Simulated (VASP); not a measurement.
# TiPt3 (Pm-3m) in VASP: further runs

Runs on TiPt3. Level: PBE. Tasks: single point.

Program: VASP 6.6.1. These are calculated values, not measurements. Logs are shortened: lines on timing, memory, paths and dates and some standing lists are left out, and cuts for length are marked.

### Step 1. The cell of the first run

It takes space group Pm-3m (No. 221, cubic). Conventional cell: a = 4.026 Å, b = 4.026 Å, c = 4.026 Å, α = 90.00°, β = 90.00°, γ = 90.00°. Within 3.8 Å of Ti (site symmetry m-3m) lie 12 Pt at 2.85 Å. Within 3.8 Å of Pt (site symmetry 4/mmm) lie 4 Ti at 2.85 Å and 8 Pt at 2.85 Å.

### Step 2. Single point, PBE (16.31 Å³/atom)

The input, INCAR:

```
ALGO     = Fast           # electronic algorithm
EDIFF    = 1E-6           # SCF threshold, eV
ENCUT    = 520            # plane-wave cutoff, eV
GGA      = PE             # functional
ISIF     = 2              # what is computed and relaxed
ISMEAR   = 0              # smearing method
LASPH    = T              # aspherical terms in the spheres
LCHARG   = F              # write CHGCAR
LREAL    = F              # projectors in reciprocal space
LWAVE    = F              # write WAVECAR
NBANDS   = 29             # bands
NELM     = 60             # most SCF steps
PREC     = Accurate       # precision mode
SIGMA    = 0.1            # smearing width, eV
```

The input, KPOINTS:

```
k-points
0
Gamma
  10 10 10
```

The input, POSCAR:

```
TiPt3
1.0
    4.0256193268      0.0000000000      0.0000000000
    0.0000000000      4.0256193268      0.0000000000
    0.0000000000      0.0000000000      4.0256193268
Ti Pt
1 3
Direct
    0.0000000000      0.0000000000      0.0000000000
    0.0000000000      0.5000000000      0.5000000000
    0.5000000000      0.0000000000      0.5000000000
    0.5000000000      0.5000000000      0.0000000000
```

Potentials or basis: VASP PAW PBE potentials, release 64 (Ti_sv, Pt).

The run is started by

```console
> cat potpaw_PBE.64/Ti_sv/POTCAR potpaw_PBE.64/Pt/POTCAR > POTCAR
> mpirun -np 1 vasp_std > vasp.out
```

OUTCAR:

```text
EDIFF = 1E-6
   ENCUT = 520
   GGA = PE
   ISIF = 2
   ISMEAR = 0
   LASPH = T
   LREAL = F
   NELM = 60
   PREC = Accurate

 ion  position               nearest neighbor table
   1  0.000  0.000  0.000-   2 2.85   3 2.85   4 2.85   2 2.85   3 2.85   2 2.85   4 2.85   2 2.85
                             3 2.85   4 2.85   3 2.85   4 2.85
   2  0.000  0.500  0.500-   1 2.85   3 2.85   4 2.85   1 2.85   4 2.85   1 2.85   3 2.85   1 2.85
                             3 2.85   4 2.85   4 2.85   3 2.85
   3  0.500  0.000  0.500-   1 2.85   2 2.85   4 2.85   1 2.85   4 2.85   2 2.85   4 2.85   4 2.85
                             1 2.85   2 2.85   1 2.85   2 2.85
   4  0.500  0.500  0.000-   1 2.85   2 2.85   3 2.85   2 2.85   3 2.85   1 2.85   3 2.85   3 2.85
                             1 2.85   2 2.85   2 2.85   1 2.85

  LATTYP: Found a simple cubic cell.
 ALAT       =     4.0256193268

  Lattice vectors:

 A1 = (   4.0256193268,   0.0000000000,   0.0000000000)
 A2 = (   0.0000000000,   4.0256193268,   0.0000000000)
 A3 = (   0.0000000000,   0.0000000000,   4.0256193268)

Analysis of symmetry for initial positions (statically):
=====================================================================
 Subroutine PRICEL returns:
 Original cell was already a primitive cell.

 Routine SETGRP: Setting up the symmetry group for a
 simple cubic supercell.

 Subroutine GETGRP returns: Found 48 space group operations
 (whereof 48 operations were pure point group operations)
 out of a pool of 48 trial point group operations.

The static configuration has the point symmetry O_h .

Analysis of symmetry for dynamics (positions and initial velocities):
=====================================================================
 Subroutine PRICEL returns:
 Original cell was already a primitive cell.

 Routine SETGRP: Setting up the symmetry group for a
 simple cubic supercell.

 Subroutine GETGRP returns: Found 48 space group operations
 (whereof 48 operations were pure point group operations)
 out of a pool of 48 trial point group operations.

The dynamic configuration has the point symmetry O_h .

 Subroutine INISYM returns: Found 48 space group operations
 (whereof 48 operations are pure point group operations),
 and found     1 'primitive' translations

[... 85 lines left out ...]
   ions per type =               1   3
   NGX,Y,Z   is equivalent  to a cutoff of  12.39, 12.39, 12.39 a.u.
   NGXF,Y,Z  is equivalent  to a cutoff of  24.78, 24.78, 24.78 a.u.
 SYSTEM =  unknown system
   PREC   = accura    normal or accurate (medium, high low for compatibility)
   ISTART =      0    job   : 0-new  1-cont  2-samecut
   ICHARG =      2    charge: 1-file 2-atom 10-const
   ISPIN  =      1    spin polarized calculation?
   LNONCOLLINEAR =      F non collinear calculations
   LSORBIT =      F    spin-orbit coupling
   LASPH  =      T    aspherical Exc in radial PAW
   ENCUT  =  520.0 eV  38.22 Ry    6.18 a.u.   7.48  7.48  7.48*2*pi/ulx,y,z
   NELM   =     60;   NELMIN=  2; NELMDL= -5     # of ELM steps
   EDIFF  = 0.1E-05   stopping-criterion for ELM
   LREAL  =      F    real-space projection
[... 7 lines left out ...]
   TEBEG  =    0.0;   TEEND  =   0.0 temperature during run
   PSTRESS=    0.0 pullay stress
   NELECT =      42.0000    total number of electrons
   NUPDOWN=      -1.0000    fix difference up-down
   EMIN   =  10.00;   EMAX   =-10.00  energy-range for DOS
   EFERMI =   0.00;   METHOD = LEGACY
   ISMEAR =     0;   SIGMA  =   0.10  broadening in eV -4-tet -1-fermi 0-gaus
   EFERMI_NEDOS =   21; number of points for ismear=-14 and -15
   IALGO  =     68    algorithm
   IMIX   =      4    mixing-type and parameters
     AMIX     =   0.40;   BMIX     =  1.00
     AMIX_MAG =   1.60;   BMIX_MAG =  1.00
  volume/ion in A,a.u.               =      16.31       110.06
  Fermi-wavevector in a.u.,A,eV,Ry     =   1.413596  2.671309 27.187881  1.998253
  Thomas-Fermi vector in A             =   2.535225
   LORBIT       =      0    0 simple, 1 ext, 2 COOP (PROOUT), +10 PAW based schemes
   GGA     = PE    functional components
   LHFCALC =     F    Hartree Fock is set to
   AEXX    =    0.0000 exact exchange contribution
   IVDW    =     0    specifies the selected vdW correction
   LEPSILON=     F    determine dielectric tensor
   LRPA    =     F    only Hartree local field effects (RPA)
 non-spin polarized calculation
 RMM-DIIS sequential band-by-band and
 Gauss-broadening in eV      SIGMA  =   0.10
  energy-cutoff  :      520.00
  volume of cell :       65.24
 maximum number of plane-waves:      1791
 NGX is ok and might be reduce to    30
   NGX = 15   NGY = 15   NGZ = 15

 number of electron      41.9999999 magnetization

 Free energy of the ion-electron system (eV)
  ---------------------------------------------------
  ext. energy  EPLUGINS =         0.00000000
  ---------------------------------------------------
  free energy    TOTEN  =       -29.40982387 eV

  energy without entropy =      -29.40409195  energy(sigma->0) =      -29.40695791

 E-fermi :  10.1830     XC(G=0): -12.7226

 val. band max:       10.1735864138   @ k =   0.4000   0.0000   0.0000
 cond. band min:      10.1874205012   @ k =   0.5000   0.1000   0.0000
 fundamental gap:      0.0138340874
 Fermi energy:        10.1830209717

 k-point     1 :       0.0000    0.0000    0.0000
  band No.  band energies     occupation
      1     -48.1277      2.00000
      2     -24.3175      2.00000
      3     -24.3175      2.00000
      4     -24.3175      2.00000
      5       0.8949      2.00000
      6       3.7451      2.00000
[... 757 lines left out ...]
     28      14.8569      0.00000
     29      16.9621      0.00000

 [... further k-points ...]
[... 5 lines left out ...]
  --------------------------------------------------------------------------------------
  -------------------------------------------------------------------------------------
  Total       -4.9529857     -4.9529857     -4.9529857      0.0000000      0.0000000     -0.0000000
  in kB     -121.6408773   -121.6408773   -121.6408773      0.0000000      0.0000000     -0.0000000
  external PRESSURE =    -121.6408773 kB  Pullay stress =       0.0000000 kB

 VOLUME and BASIS-vectors are now :
 -----------------------------------------------------------------------------
  energy-cutoff  :      520.00
  volume of cell :       65.24
      direct lattice vectors                 reciprocal lattice vectors
     4.025619327  0.000000000  0.000000000     0.248408982  0.000000000  0.000000000
     0.000000000  4.025619327  0.000000000     0.000000000  0.248408982  0.000000000
     0.000000000  0.000000000  4.025619327     0.000000000  0.000000000  0.248408982

 POSITION                                       TOTAL-FORCE (eV/Angst)
 -----------------------------------------------------------------------------------
      0.00000      0.00000      0.00000         0.000000      0.000000      0.000000
      0.00000      2.01281      2.01281         0.000000      0.000000      0.000000
      2.01281      0.00000      2.01281         0.000000      0.000000      0.000000
      2.01281      2.01281      0.00000         0.000000      0.000000      0.000000
 -----------------------------------------------------------------------------------
    total drift:                                0.000000      0.000000     -0.000000

  FREE ENERGIE OF THE ION-ELECTRON SYSTEM (eV)
  ---------------------------------------------------
  free  energy   TOTEN  =       -29.4098238737 eV

  energy  without entropy=      -29.4040919457  energy(sigma->0) =      -29.40695791
```

OSZICAR:

```text
N       E                     dE             d eps       ncg     rms          rms(c)
DAV:   1     0.364357167481E+03    0.36436E+03   -0.20800E+04  3248   0.154E+03
DAV:   2    -0.464918654875E+01   -0.36901E+03   -0.35061E+03  3414   0.392E+02
DAV:   3    -0.318867102724E+02   -0.27238E+02   -0.25768E+02  4126   0.989E+01
[... 26 lines left out ...]
RMM:  30    -0.294098181267E+02   -0.13093E-04   -0.13847E-04  2427   0.876E-03    0.314E-03
RMM:  31    -0.294098196372E+02   -0.15105E-05   -0.20397E-05  2377   0.848E-03    0.333E-03
RMM:  32    -0.294098228443E+02   -0.32070E-05   -0.36513E-05  2427   0.837E-03    0.350E-03
RMM:  33    -0.294098236405E+02   -0.79625E-06   -0.12426E-05  2418   0.805E-03    0.359E-03
RMM:  34    -0.294098238737E+02   -0.23318E-06   -0.60985E-06  2358   0.797E-03
   1 F= -.29409824E+02 E0= -.29406958E+02  d E =-.573193E-02
```

Run time: 2.1 min. Hardware: 1 thread of AMD EPYC 9R45 (Zen 5), shared host; peak memory 0.2 GiB.

Results:

| Item | Value |
| --- | --- |
| Free energy | -29.4098 eV |
| Pressure | -12.2 GPa |
| Band gap on the k mesh | zero (bands 21 and 22 overlap by 1.64 eV) |

Caveat: the cell stands under tension; spin-orbit coupling is left out, which moves the levels of the heavy elements.

(Continued in part 2 of 2.)

The gap in the log of VASP goes by the Fermi energy; the results here count the filled bands.